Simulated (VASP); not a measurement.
Write the native input for VASP 6.6.1 that does the following.

| Property | Result |
| --- | --- |
| Task | relaxation of cell and atoms |
| Functional | PBE |
| Potentials or basis | VASP PAW PBE potentials, release 64 (O) |
| Cutoff | 600 eV |
| k mesh | 18 × 18 × 10 |
| Occupations | fermi-dirac, width 0.05 eV |
| Spin | no spin polarisation |
| Target pressure | 26 GPa |
| Dipole correction | no |
| Further INCAR settings | ALGO = Normal; EDIFF = 1e-06; IBRION = 2; EDIFFG = -0.005; NSW = 60; ISIF = 3 |

The structure of O lies in POSCAR:

```
O
1.0
    2.1529301144      0.0000000000      0.0000000000
   -1.0764650572      1.8644921716      0.0000000000
    0.0000000000      0.0000000000      3.4877467854
O
2
Direct
    0.3333333333      0.6666666667      0.2500000000
    0.6666666667      0.3333333333      0.7500000000
```

These files were run (other wordings do the same):

INCAR

```
PREC = Accurate
ENCUT = 600
EDIFF = 1E-6
ISMEAR = -1
SIGMA = 0.05
LREAL = F
LASPH = T
NELM = 80
ALGO = Normal
ISIF = 3
LWAVE = F
LCHARG = F
GGA = PE
IBRION = 2
NSW = 60
EDIFFG = -0.005
PSTRESS = 260.0
```

KPOINTS

```
Automatic mesh
0
Gamma
  18 18 10
```

Potentials or basis: VASP PAW PBE potentials, release 64 (O).

Command:

```bash
$ cat potpaw_PBE.64/O/POTCAR > POTCAR
$ mpirun -np 1 vasp_std > vasp.out
```

It gave:

```json
{
  "Relaxed volume": "7.08 Å³/atom",
  "Relaxed cell": "a = 2.517 Å, b = 2.517 Å, c = 2.580 Å, α = 90.00°, β = 90.00°, γ = 120.00°",
  "Space group after relaxing (to 0.1 Å)": "P6_3/mmc (No. 194)",
  "Energy change on relaxing (the run minimises the enthalpy)": "-569.3 meV/atom",
  "Ionic steps": "23",
  "Pressure after relaxing": "26.0 GPa",
  "Band gap on the k mesh": "zero (bands 6 and 7 overlap by 2.45 eV)"
}
```

Caveat: the cell is relaxed towards a set pressure, so the run minimises the enthalpy, not the energy; a cell axis changed by over 15 % at a fixed basis, so the end point is rough.

Run time: 4.9 min on 1 thread of Intel(R) Xeon(R) Platinum 8488C (Sapphire Rapids) (shared host), peak memory 0.15 GiB.
